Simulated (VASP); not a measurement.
# MoS2 (C2/m) in VASP: single point with PBEsol

Aim: the single point of MoS2 with PBEsol.

All numbers are computed with VASP 6.6.1; they aren't measurements. Logs are shortened: lines on timing, memory, paths and dates and some standing lists are left out, and cuts for length are marked.

### 1 The cell of the first run

Symmetry: C2/m, No. 12, monoclinic system. Conventional cell: a = 5.441 Å, b = 3.141 Å, c = 12.870 Å, α = 90.00°, β = 102.20°, γ = 90.00°. Within 3.2 Å of Mo (site symmetry m) lie 6 S at 2.39 Å and 6 Mo at 3.14 Å. Within 3.2 Å of S (site symmetry m) lie 3 Mo at 2.39 Å and 7 S at 3.12 to 3.14 Å. S (site symmetry m) has 3 Mo at 2.39 Å and 8 S at 3.12 to 3.30 Å within 3.3 Å.

### 2 Single point, PBEsol

The input, INCAR:

```
ALGO     = Normal         # electronic algorithm
EDIFF    = 1E-7           # SCF threshold, eV
ENCUT    = 520            # plane-wave cutoff, eV
GGA      = PS             # functional
ISIF     = 2              # what is computed and relaxed
ISMEAR   = 0              # smearing method
ISYM     = 0            
LASPH    = True           # aspherical terms in the spheres
LCHARG   = False          # write CHGCAR
LREAL    = False          # projectors in reciprocal space
LWAVE    = False          # write WAVECAR
NBANDS   = 35             # bands
NELM     = 60             # most SCF steps
PREC     = Accurate       # precision mode
SIGMA    = 0.05           # smearing width, eV
```

The input, KPOINTS:

```
k-points
0
Gamma
  10 10 2
```

The input, POSCAR:

```
MoS2
1.0
   -3.1414322132      0.0000000000      0.0000000000
   -1.5707161066     -2.7205601009      0.0000000000
   -1.5707161066      0.0000000000     12.5788195080
Mo S
2 4
Direct
    0.2083333333      0.3333333333      0.2500000000
    0.2916666667      0.6666666667      0.7500000000
    0.0203064123      0.3333333333      0.6260538420
    0.6036397457      0.6666666667      0.1260538420
   -0.1036397457      0.3333333333      0.8739461580
    0.4796935877      0.6666666667      0.3739461580
```

Potentials or basis: VASP PAW PBE potentials, release 64 (Mo_sv, S).

Started as:

```
> cat potpaw_PBE.64/Mo_sv/POTCAR potpaw_PBE.64/S/POTCAR > POTCAR
> mpirun -np 1 vasp_std > vasp.out
```

OUTCAR:

```text
EDIFF = 1E-7
   ENCUT = 520
   GGA = PS
   ISIF = 2
   ISMEAR = 0
   ISYM = 0
   LASPH = True
   LREAL = False
   NELM = 60
   PREC = Accurate

 ion  position               nearest neighbor table
   1  0.208  0.333  0.250-   4 2.39   6 2.39   4 2.39   6 2.39   4 2.39   6 2.39
   2  0.292  0.667  0.750-   3 2.39   5 2.39   3 2.39   5 2.39   3 2.39   5 2.39
   3  0.020  0.333  0.626-   2 2.39   2 2.39   2 2.39
   4  0.604  0.667  0.126-   1 2.39   1 2.39   1 2.39
   5  0.896  0.333  0.874-   2 2.39   2 2.39   2 2.39
   6  0.480  0.667  0.374-   1 2.39   1 2.39   1 2.39

IMPORTANT INFORMATION: All symmetrisations will be switched off!
NOSYMM: (Re-)initialisation of all symmetry stuff for point group C_1.

----------------------------------------------------------------------------------------

                                     Primitive cell

  volume of cell :     107.5043

  direct lattice vectors                    reciprocal lattice vectors
    -3.141432213  0.000000000  0.000000000    -0.318326143  0.183785684 -0.039749358
    -1.570716107 -2.720560101  0.000000000     0.000000000 -0.367571369  0.000000000
    -1.570716107  0.000000000 12.578819508     0.000000000  0.000000000  0.079498716

  length of vectors
     3.141432213  3.141432213 12.676507772     0.369714380  0.367571369  0.079498716

  position of ions in fractional coordinates (direct lattice)
     0.208333333  0.333333333  0.250000000
     0.291666667  0.666666667  0.750000000
     0.020306412  0.333333333  0.626053842
     0.603639746  0.666666667  0.126053842
     0.896360254  0.333333333  0.873946158
     0.479693588  0.666666667  0.373946158

  ion indices of the primitive-cell ions
   primitive index   ion index
                 1           1
                 2           2
                 3           3
                 4           4
                 5           5
                 6           6

----------------------------------------------------------------------------------------

 KPOINTS: k-points

Automatic generation of k-mesh.
 Grid dimensions read from file:
 generate k-points for:   10   10    2

 Generating k-lattice:

[... 80 lines left out ...]
   LASPH  =      T    aspherical Exc in radial PAW
   ENCUT  =  520.0 eV  38.22 Ry    6.18 a.u.   5.84  5.84 23.57*2*pi/ulx,y,z
   NELM   =     60;   NELMIN=  2; NELMDL= -5     # of ELM steps
   EDIFF  = 0.1E-06   stopping-criterion for ELM
   LREAL  =      F    real-space projection
   EDIFFG = 0.1E-05   stopping-criterion for IOM
   NSW    =      0    number of steps for IOM
   IBRION =     -1    ionic relax: 0-MD 1-quasi-New 2-CG
   NFREE  =      0    steps in history (QN), initial steepest desc. (CG)
   ISIF   =      2    stress and relaxation
   ISYM   =      0    0-nonsym 1-usesym 2-fastsym
   POTIM  = 0.5000    time-step for ionic-motion
   TEBEG  =    0.0;   TEEND  =   0.0 temperature during run
   PSTRESS=    0.0 pullay stress
   NELECT =      52.0000    total number of electrons
   NUPDOWN=      -1.0000    fix difference up-down
   EMIN   =  10.00;   EMAX   =-10.00  energy-range for DOS
   EFERMI =   0.00;   METHOD = LEGACY
   ISMEAR =     0;   SIGMA  =   0.05  broadening in eV -4-tet -1-fermi 0-gaus
   EFERMI_NEDOS =   21; number of points for ismear=-14 and -15
   IALGO  =     38    algorithm
   IMIX   =      4    mixing-type and parameters
     AMIX     =   0.40;   BMIX     =  1.00
     AMIX_MAG =   1.60;   BMIX_MAG =  1.00
  volume/ion in A,a.u.               =      17.92       120.91
  Fermi-wavevector in a.u.,A,eV,Ry     =   1.285091  2.428470 22.469472  1.651460
  Thomas-Fermi vector in A             =   2.417246
   LORBIT       =      0    0 simple, 1 ext, 2 COOP (PROOUT), +10 PAW based schemes
   GGA     = PS    functional components
   LHFCALC =     F    Hartree Fock is set to
   AEXX    =    0.0000 exact exchange contribution
   IVDW    =     0    specifies the selected vdW correction
   LEPSILON=     F    determine dielectric tensor
   LRPA    =     F    only Hartree local field effects (RPA)
 non-spin polarized calculation
 Gauss-broadening in eV      SIGMA  =   0.05
  energy-cutoff  :      520.00
  volume of cell :      107.50
 maximum number of plane-waves:      2920
   NGX = 11   NGY = 11   NGZ = 47

 number of electron      52.0000001 magnetization

 Free energy of the ion-electron system (eV)
  ---------------------------------------------------
  ext. energy  EPLUGINS =         0.00000000
  ---------------------------------------------------
  free energy    TOTEN  =       -46.85551559 eV

  energy without entropy =      -46.85551559  energy(sigma->0) =      -46.85551559

 E-fermi :   7.5678     XC(G=0): -10.9159

 val. band max:        7.3050058236   @ k =   0.0000   0.0000   0.0000
 cond. band min:       8.3231523868   @ k =  -0.2000   0.2000   0.0000
 fundamental gap:      1.0181465633
 Fermi energy:         7.5677822708

 k-point     1 :       0.0000    0.0000    0.0000
  band No.  band energies     occupation
      1     -54.0115      2.00000
      2     -54.0115      2.00000
      3     -28.2250      2.00000
      4     -28.2250      2.00000
      5     -27.9595      2.00000
      6     -27.9595      2.00000
[... 901 lines left out ...]
     34      11.5873      0.00000
     35      13.6698      0.00000

 [... further k-points ...]

------------------------ aborting loop because EDIFF is reached ----------------------------------------

  FORCE on cell =-STRESS in cart. coord.  units (eV):
  Direction    XX          YY          ZZ          XY          YZ          ZX
  --------------------------------------------------------------------------------------
  -------------------------------------------------------------------------------------
  Total       -0.0093726      0.1514801      0.4931593     -0.0002002     -0.2957259      0.0003178
  in kB       -0.1396827      2.2575654      7.3497391     -0.0029839     -4.4073151      0.0047362
  external PRESSURE =       3.1558739 kB  Pullay stress =       0.0000000 kB

 VOLUME and BASIS-vectors are now :
 -----------------------------------------------------------------------------
  energy-cutoff  :      520.00
  volume of cell :      107.50
      direct lattice vectors                 reciprocal lattice vectors
    -3.141432213  0.000000000  0.000000000    -0.318326143  0.183785684 -0.039749358
    -1.570716107 -2.720560101  0.000000000     0.000000000 -0.367571369  0.000000000
    -1.570716107  0.000000000 12.578819508     0.000000000  0.000000000  0.079498716

 POSITION                                       TOTAL-FORCE (eV/Angst)
 -----------------------------------------------------------------------------------
     -1.57072     -0.90685      3.14470        -0.000036     -0.017650      0.005124
     -3.14143     -1.81371      9.43411         0.000036      0.017651     -0.005125
     -1.57072     -0.90685      7.87502        -0.000225      0.000396     -0.005097
     -3.14143     -1.81371      1.58561        -0.000185     -0.057438      0.138141
     -4.71215     -0.90685     10.99321         0.000185      0.057437     -0.138159
     -3.14143     -1.81371      4.70380         0.000225     -0.000396      0.005116
 -----------------------------------------------------------------------------------
    total drift:                                0.000000     -0.000002     -0.000005

  FREE ENERGIE OF THE ION-ELECTRON SYSTEM (eV)
  ---------------------------------------------------
  free  energy   TOTEN  =       -46.8555155938 eV

  energy  without entropy=      -46.8555155938  energy(sigma->0) =      -46.85551559
```

Wall time 4.8 min (1 thread of AMD EPYC 9R45 (Zen 5), shared host); peak memory 0.4 GiB.

Results:

| Property | Result |
| --- | --- |
| Free energy | -46.8555 eV |
| Pressure | 0.3 GPa |
| Largest force | 0.150 eV/Å |
| Band gap on the k mesh | 1.02 eV (least direct gap 1.99 eV) |

Forces on the atoms (eV/Å):
```
Mo   0.000 -0.018  0.005
Mo   0.000  0.018 -0.005
S    0.000  0.000 -0.005
S    0.000 -0.057  0.138
S    0.000  0.057 -0.138
S    0.000  0.000  0.005
```

Levels at points of the mesh, in eV from the valence-band top:
| k point | band 22 | band 23 | band 24 | band 25 | band 26 | band 27 | band 28 | band 29 | band 30 | band 31 |
| --- | --- | --- | --- | --- | --- | --- | --- | --- | --- | --- |
| (0.00, 0.00, 0.00) | -2.08 | -2.07 | -1.32 | -1.19 | 0.00 | 2.26 | 2.26 | 2.26 | 2.27 | 2.49 |
| (0.50, 0.00, 0.00) | -2.22 | -1.56 | -1.50 | -1.43 | -1.09 | 1.78 | 1.80 | 2.25 | 2.28 | 3.03 |
| (0.00, 0.50, 0.00) | -2.56 | -1.52 | -1.51 | -1.32 | -1.29 | 1.79 | 1.79 | 2.16 | 2.42 | 2.98 |
| (0.50, 0.50, 0.00) | -2.37 | -1.56 | -1.48 | -1.37 | -1.09 | 1.78 | 1.80 | 2.16 | 2.38 | 3.23 |
| (0.00, 0.00, 0.50) | -2.09 | -2.08 | -2.07 | -0.34 | -0.27 | 2.26 | 2.26 | 2.26 | 2.28 | 2.47 |
| (0.50, 0.00, 0.50) | -2.37 | -1.56 | -1.48 | -1.37 | -1.09 | 1.78 | 1.80 | 2.16 | 2.38 | 3.23 |
| (0.00, 0.50, 0.50) | -2.53 | -1.59 | -1.44 | -1.37 | -1.24 | 1.77 | 1.81 | 2.30 | 2.30 | 3.31 |
| (0.50, 0.50, 0.50) | -2.22 | -1.56 | -1.50 | -1.43 | -1.09 | 1.78 | 1.80 | 2.25 | 2.28 | 3.03 |

Caveat: the PAW data sets were made with another functional, which shifts forces and pressure a little; this functional lacks dispersion, which binds the layers, so the pressure and a relaxed spacing across them are unreliable. A k mesh can miss the band edges.
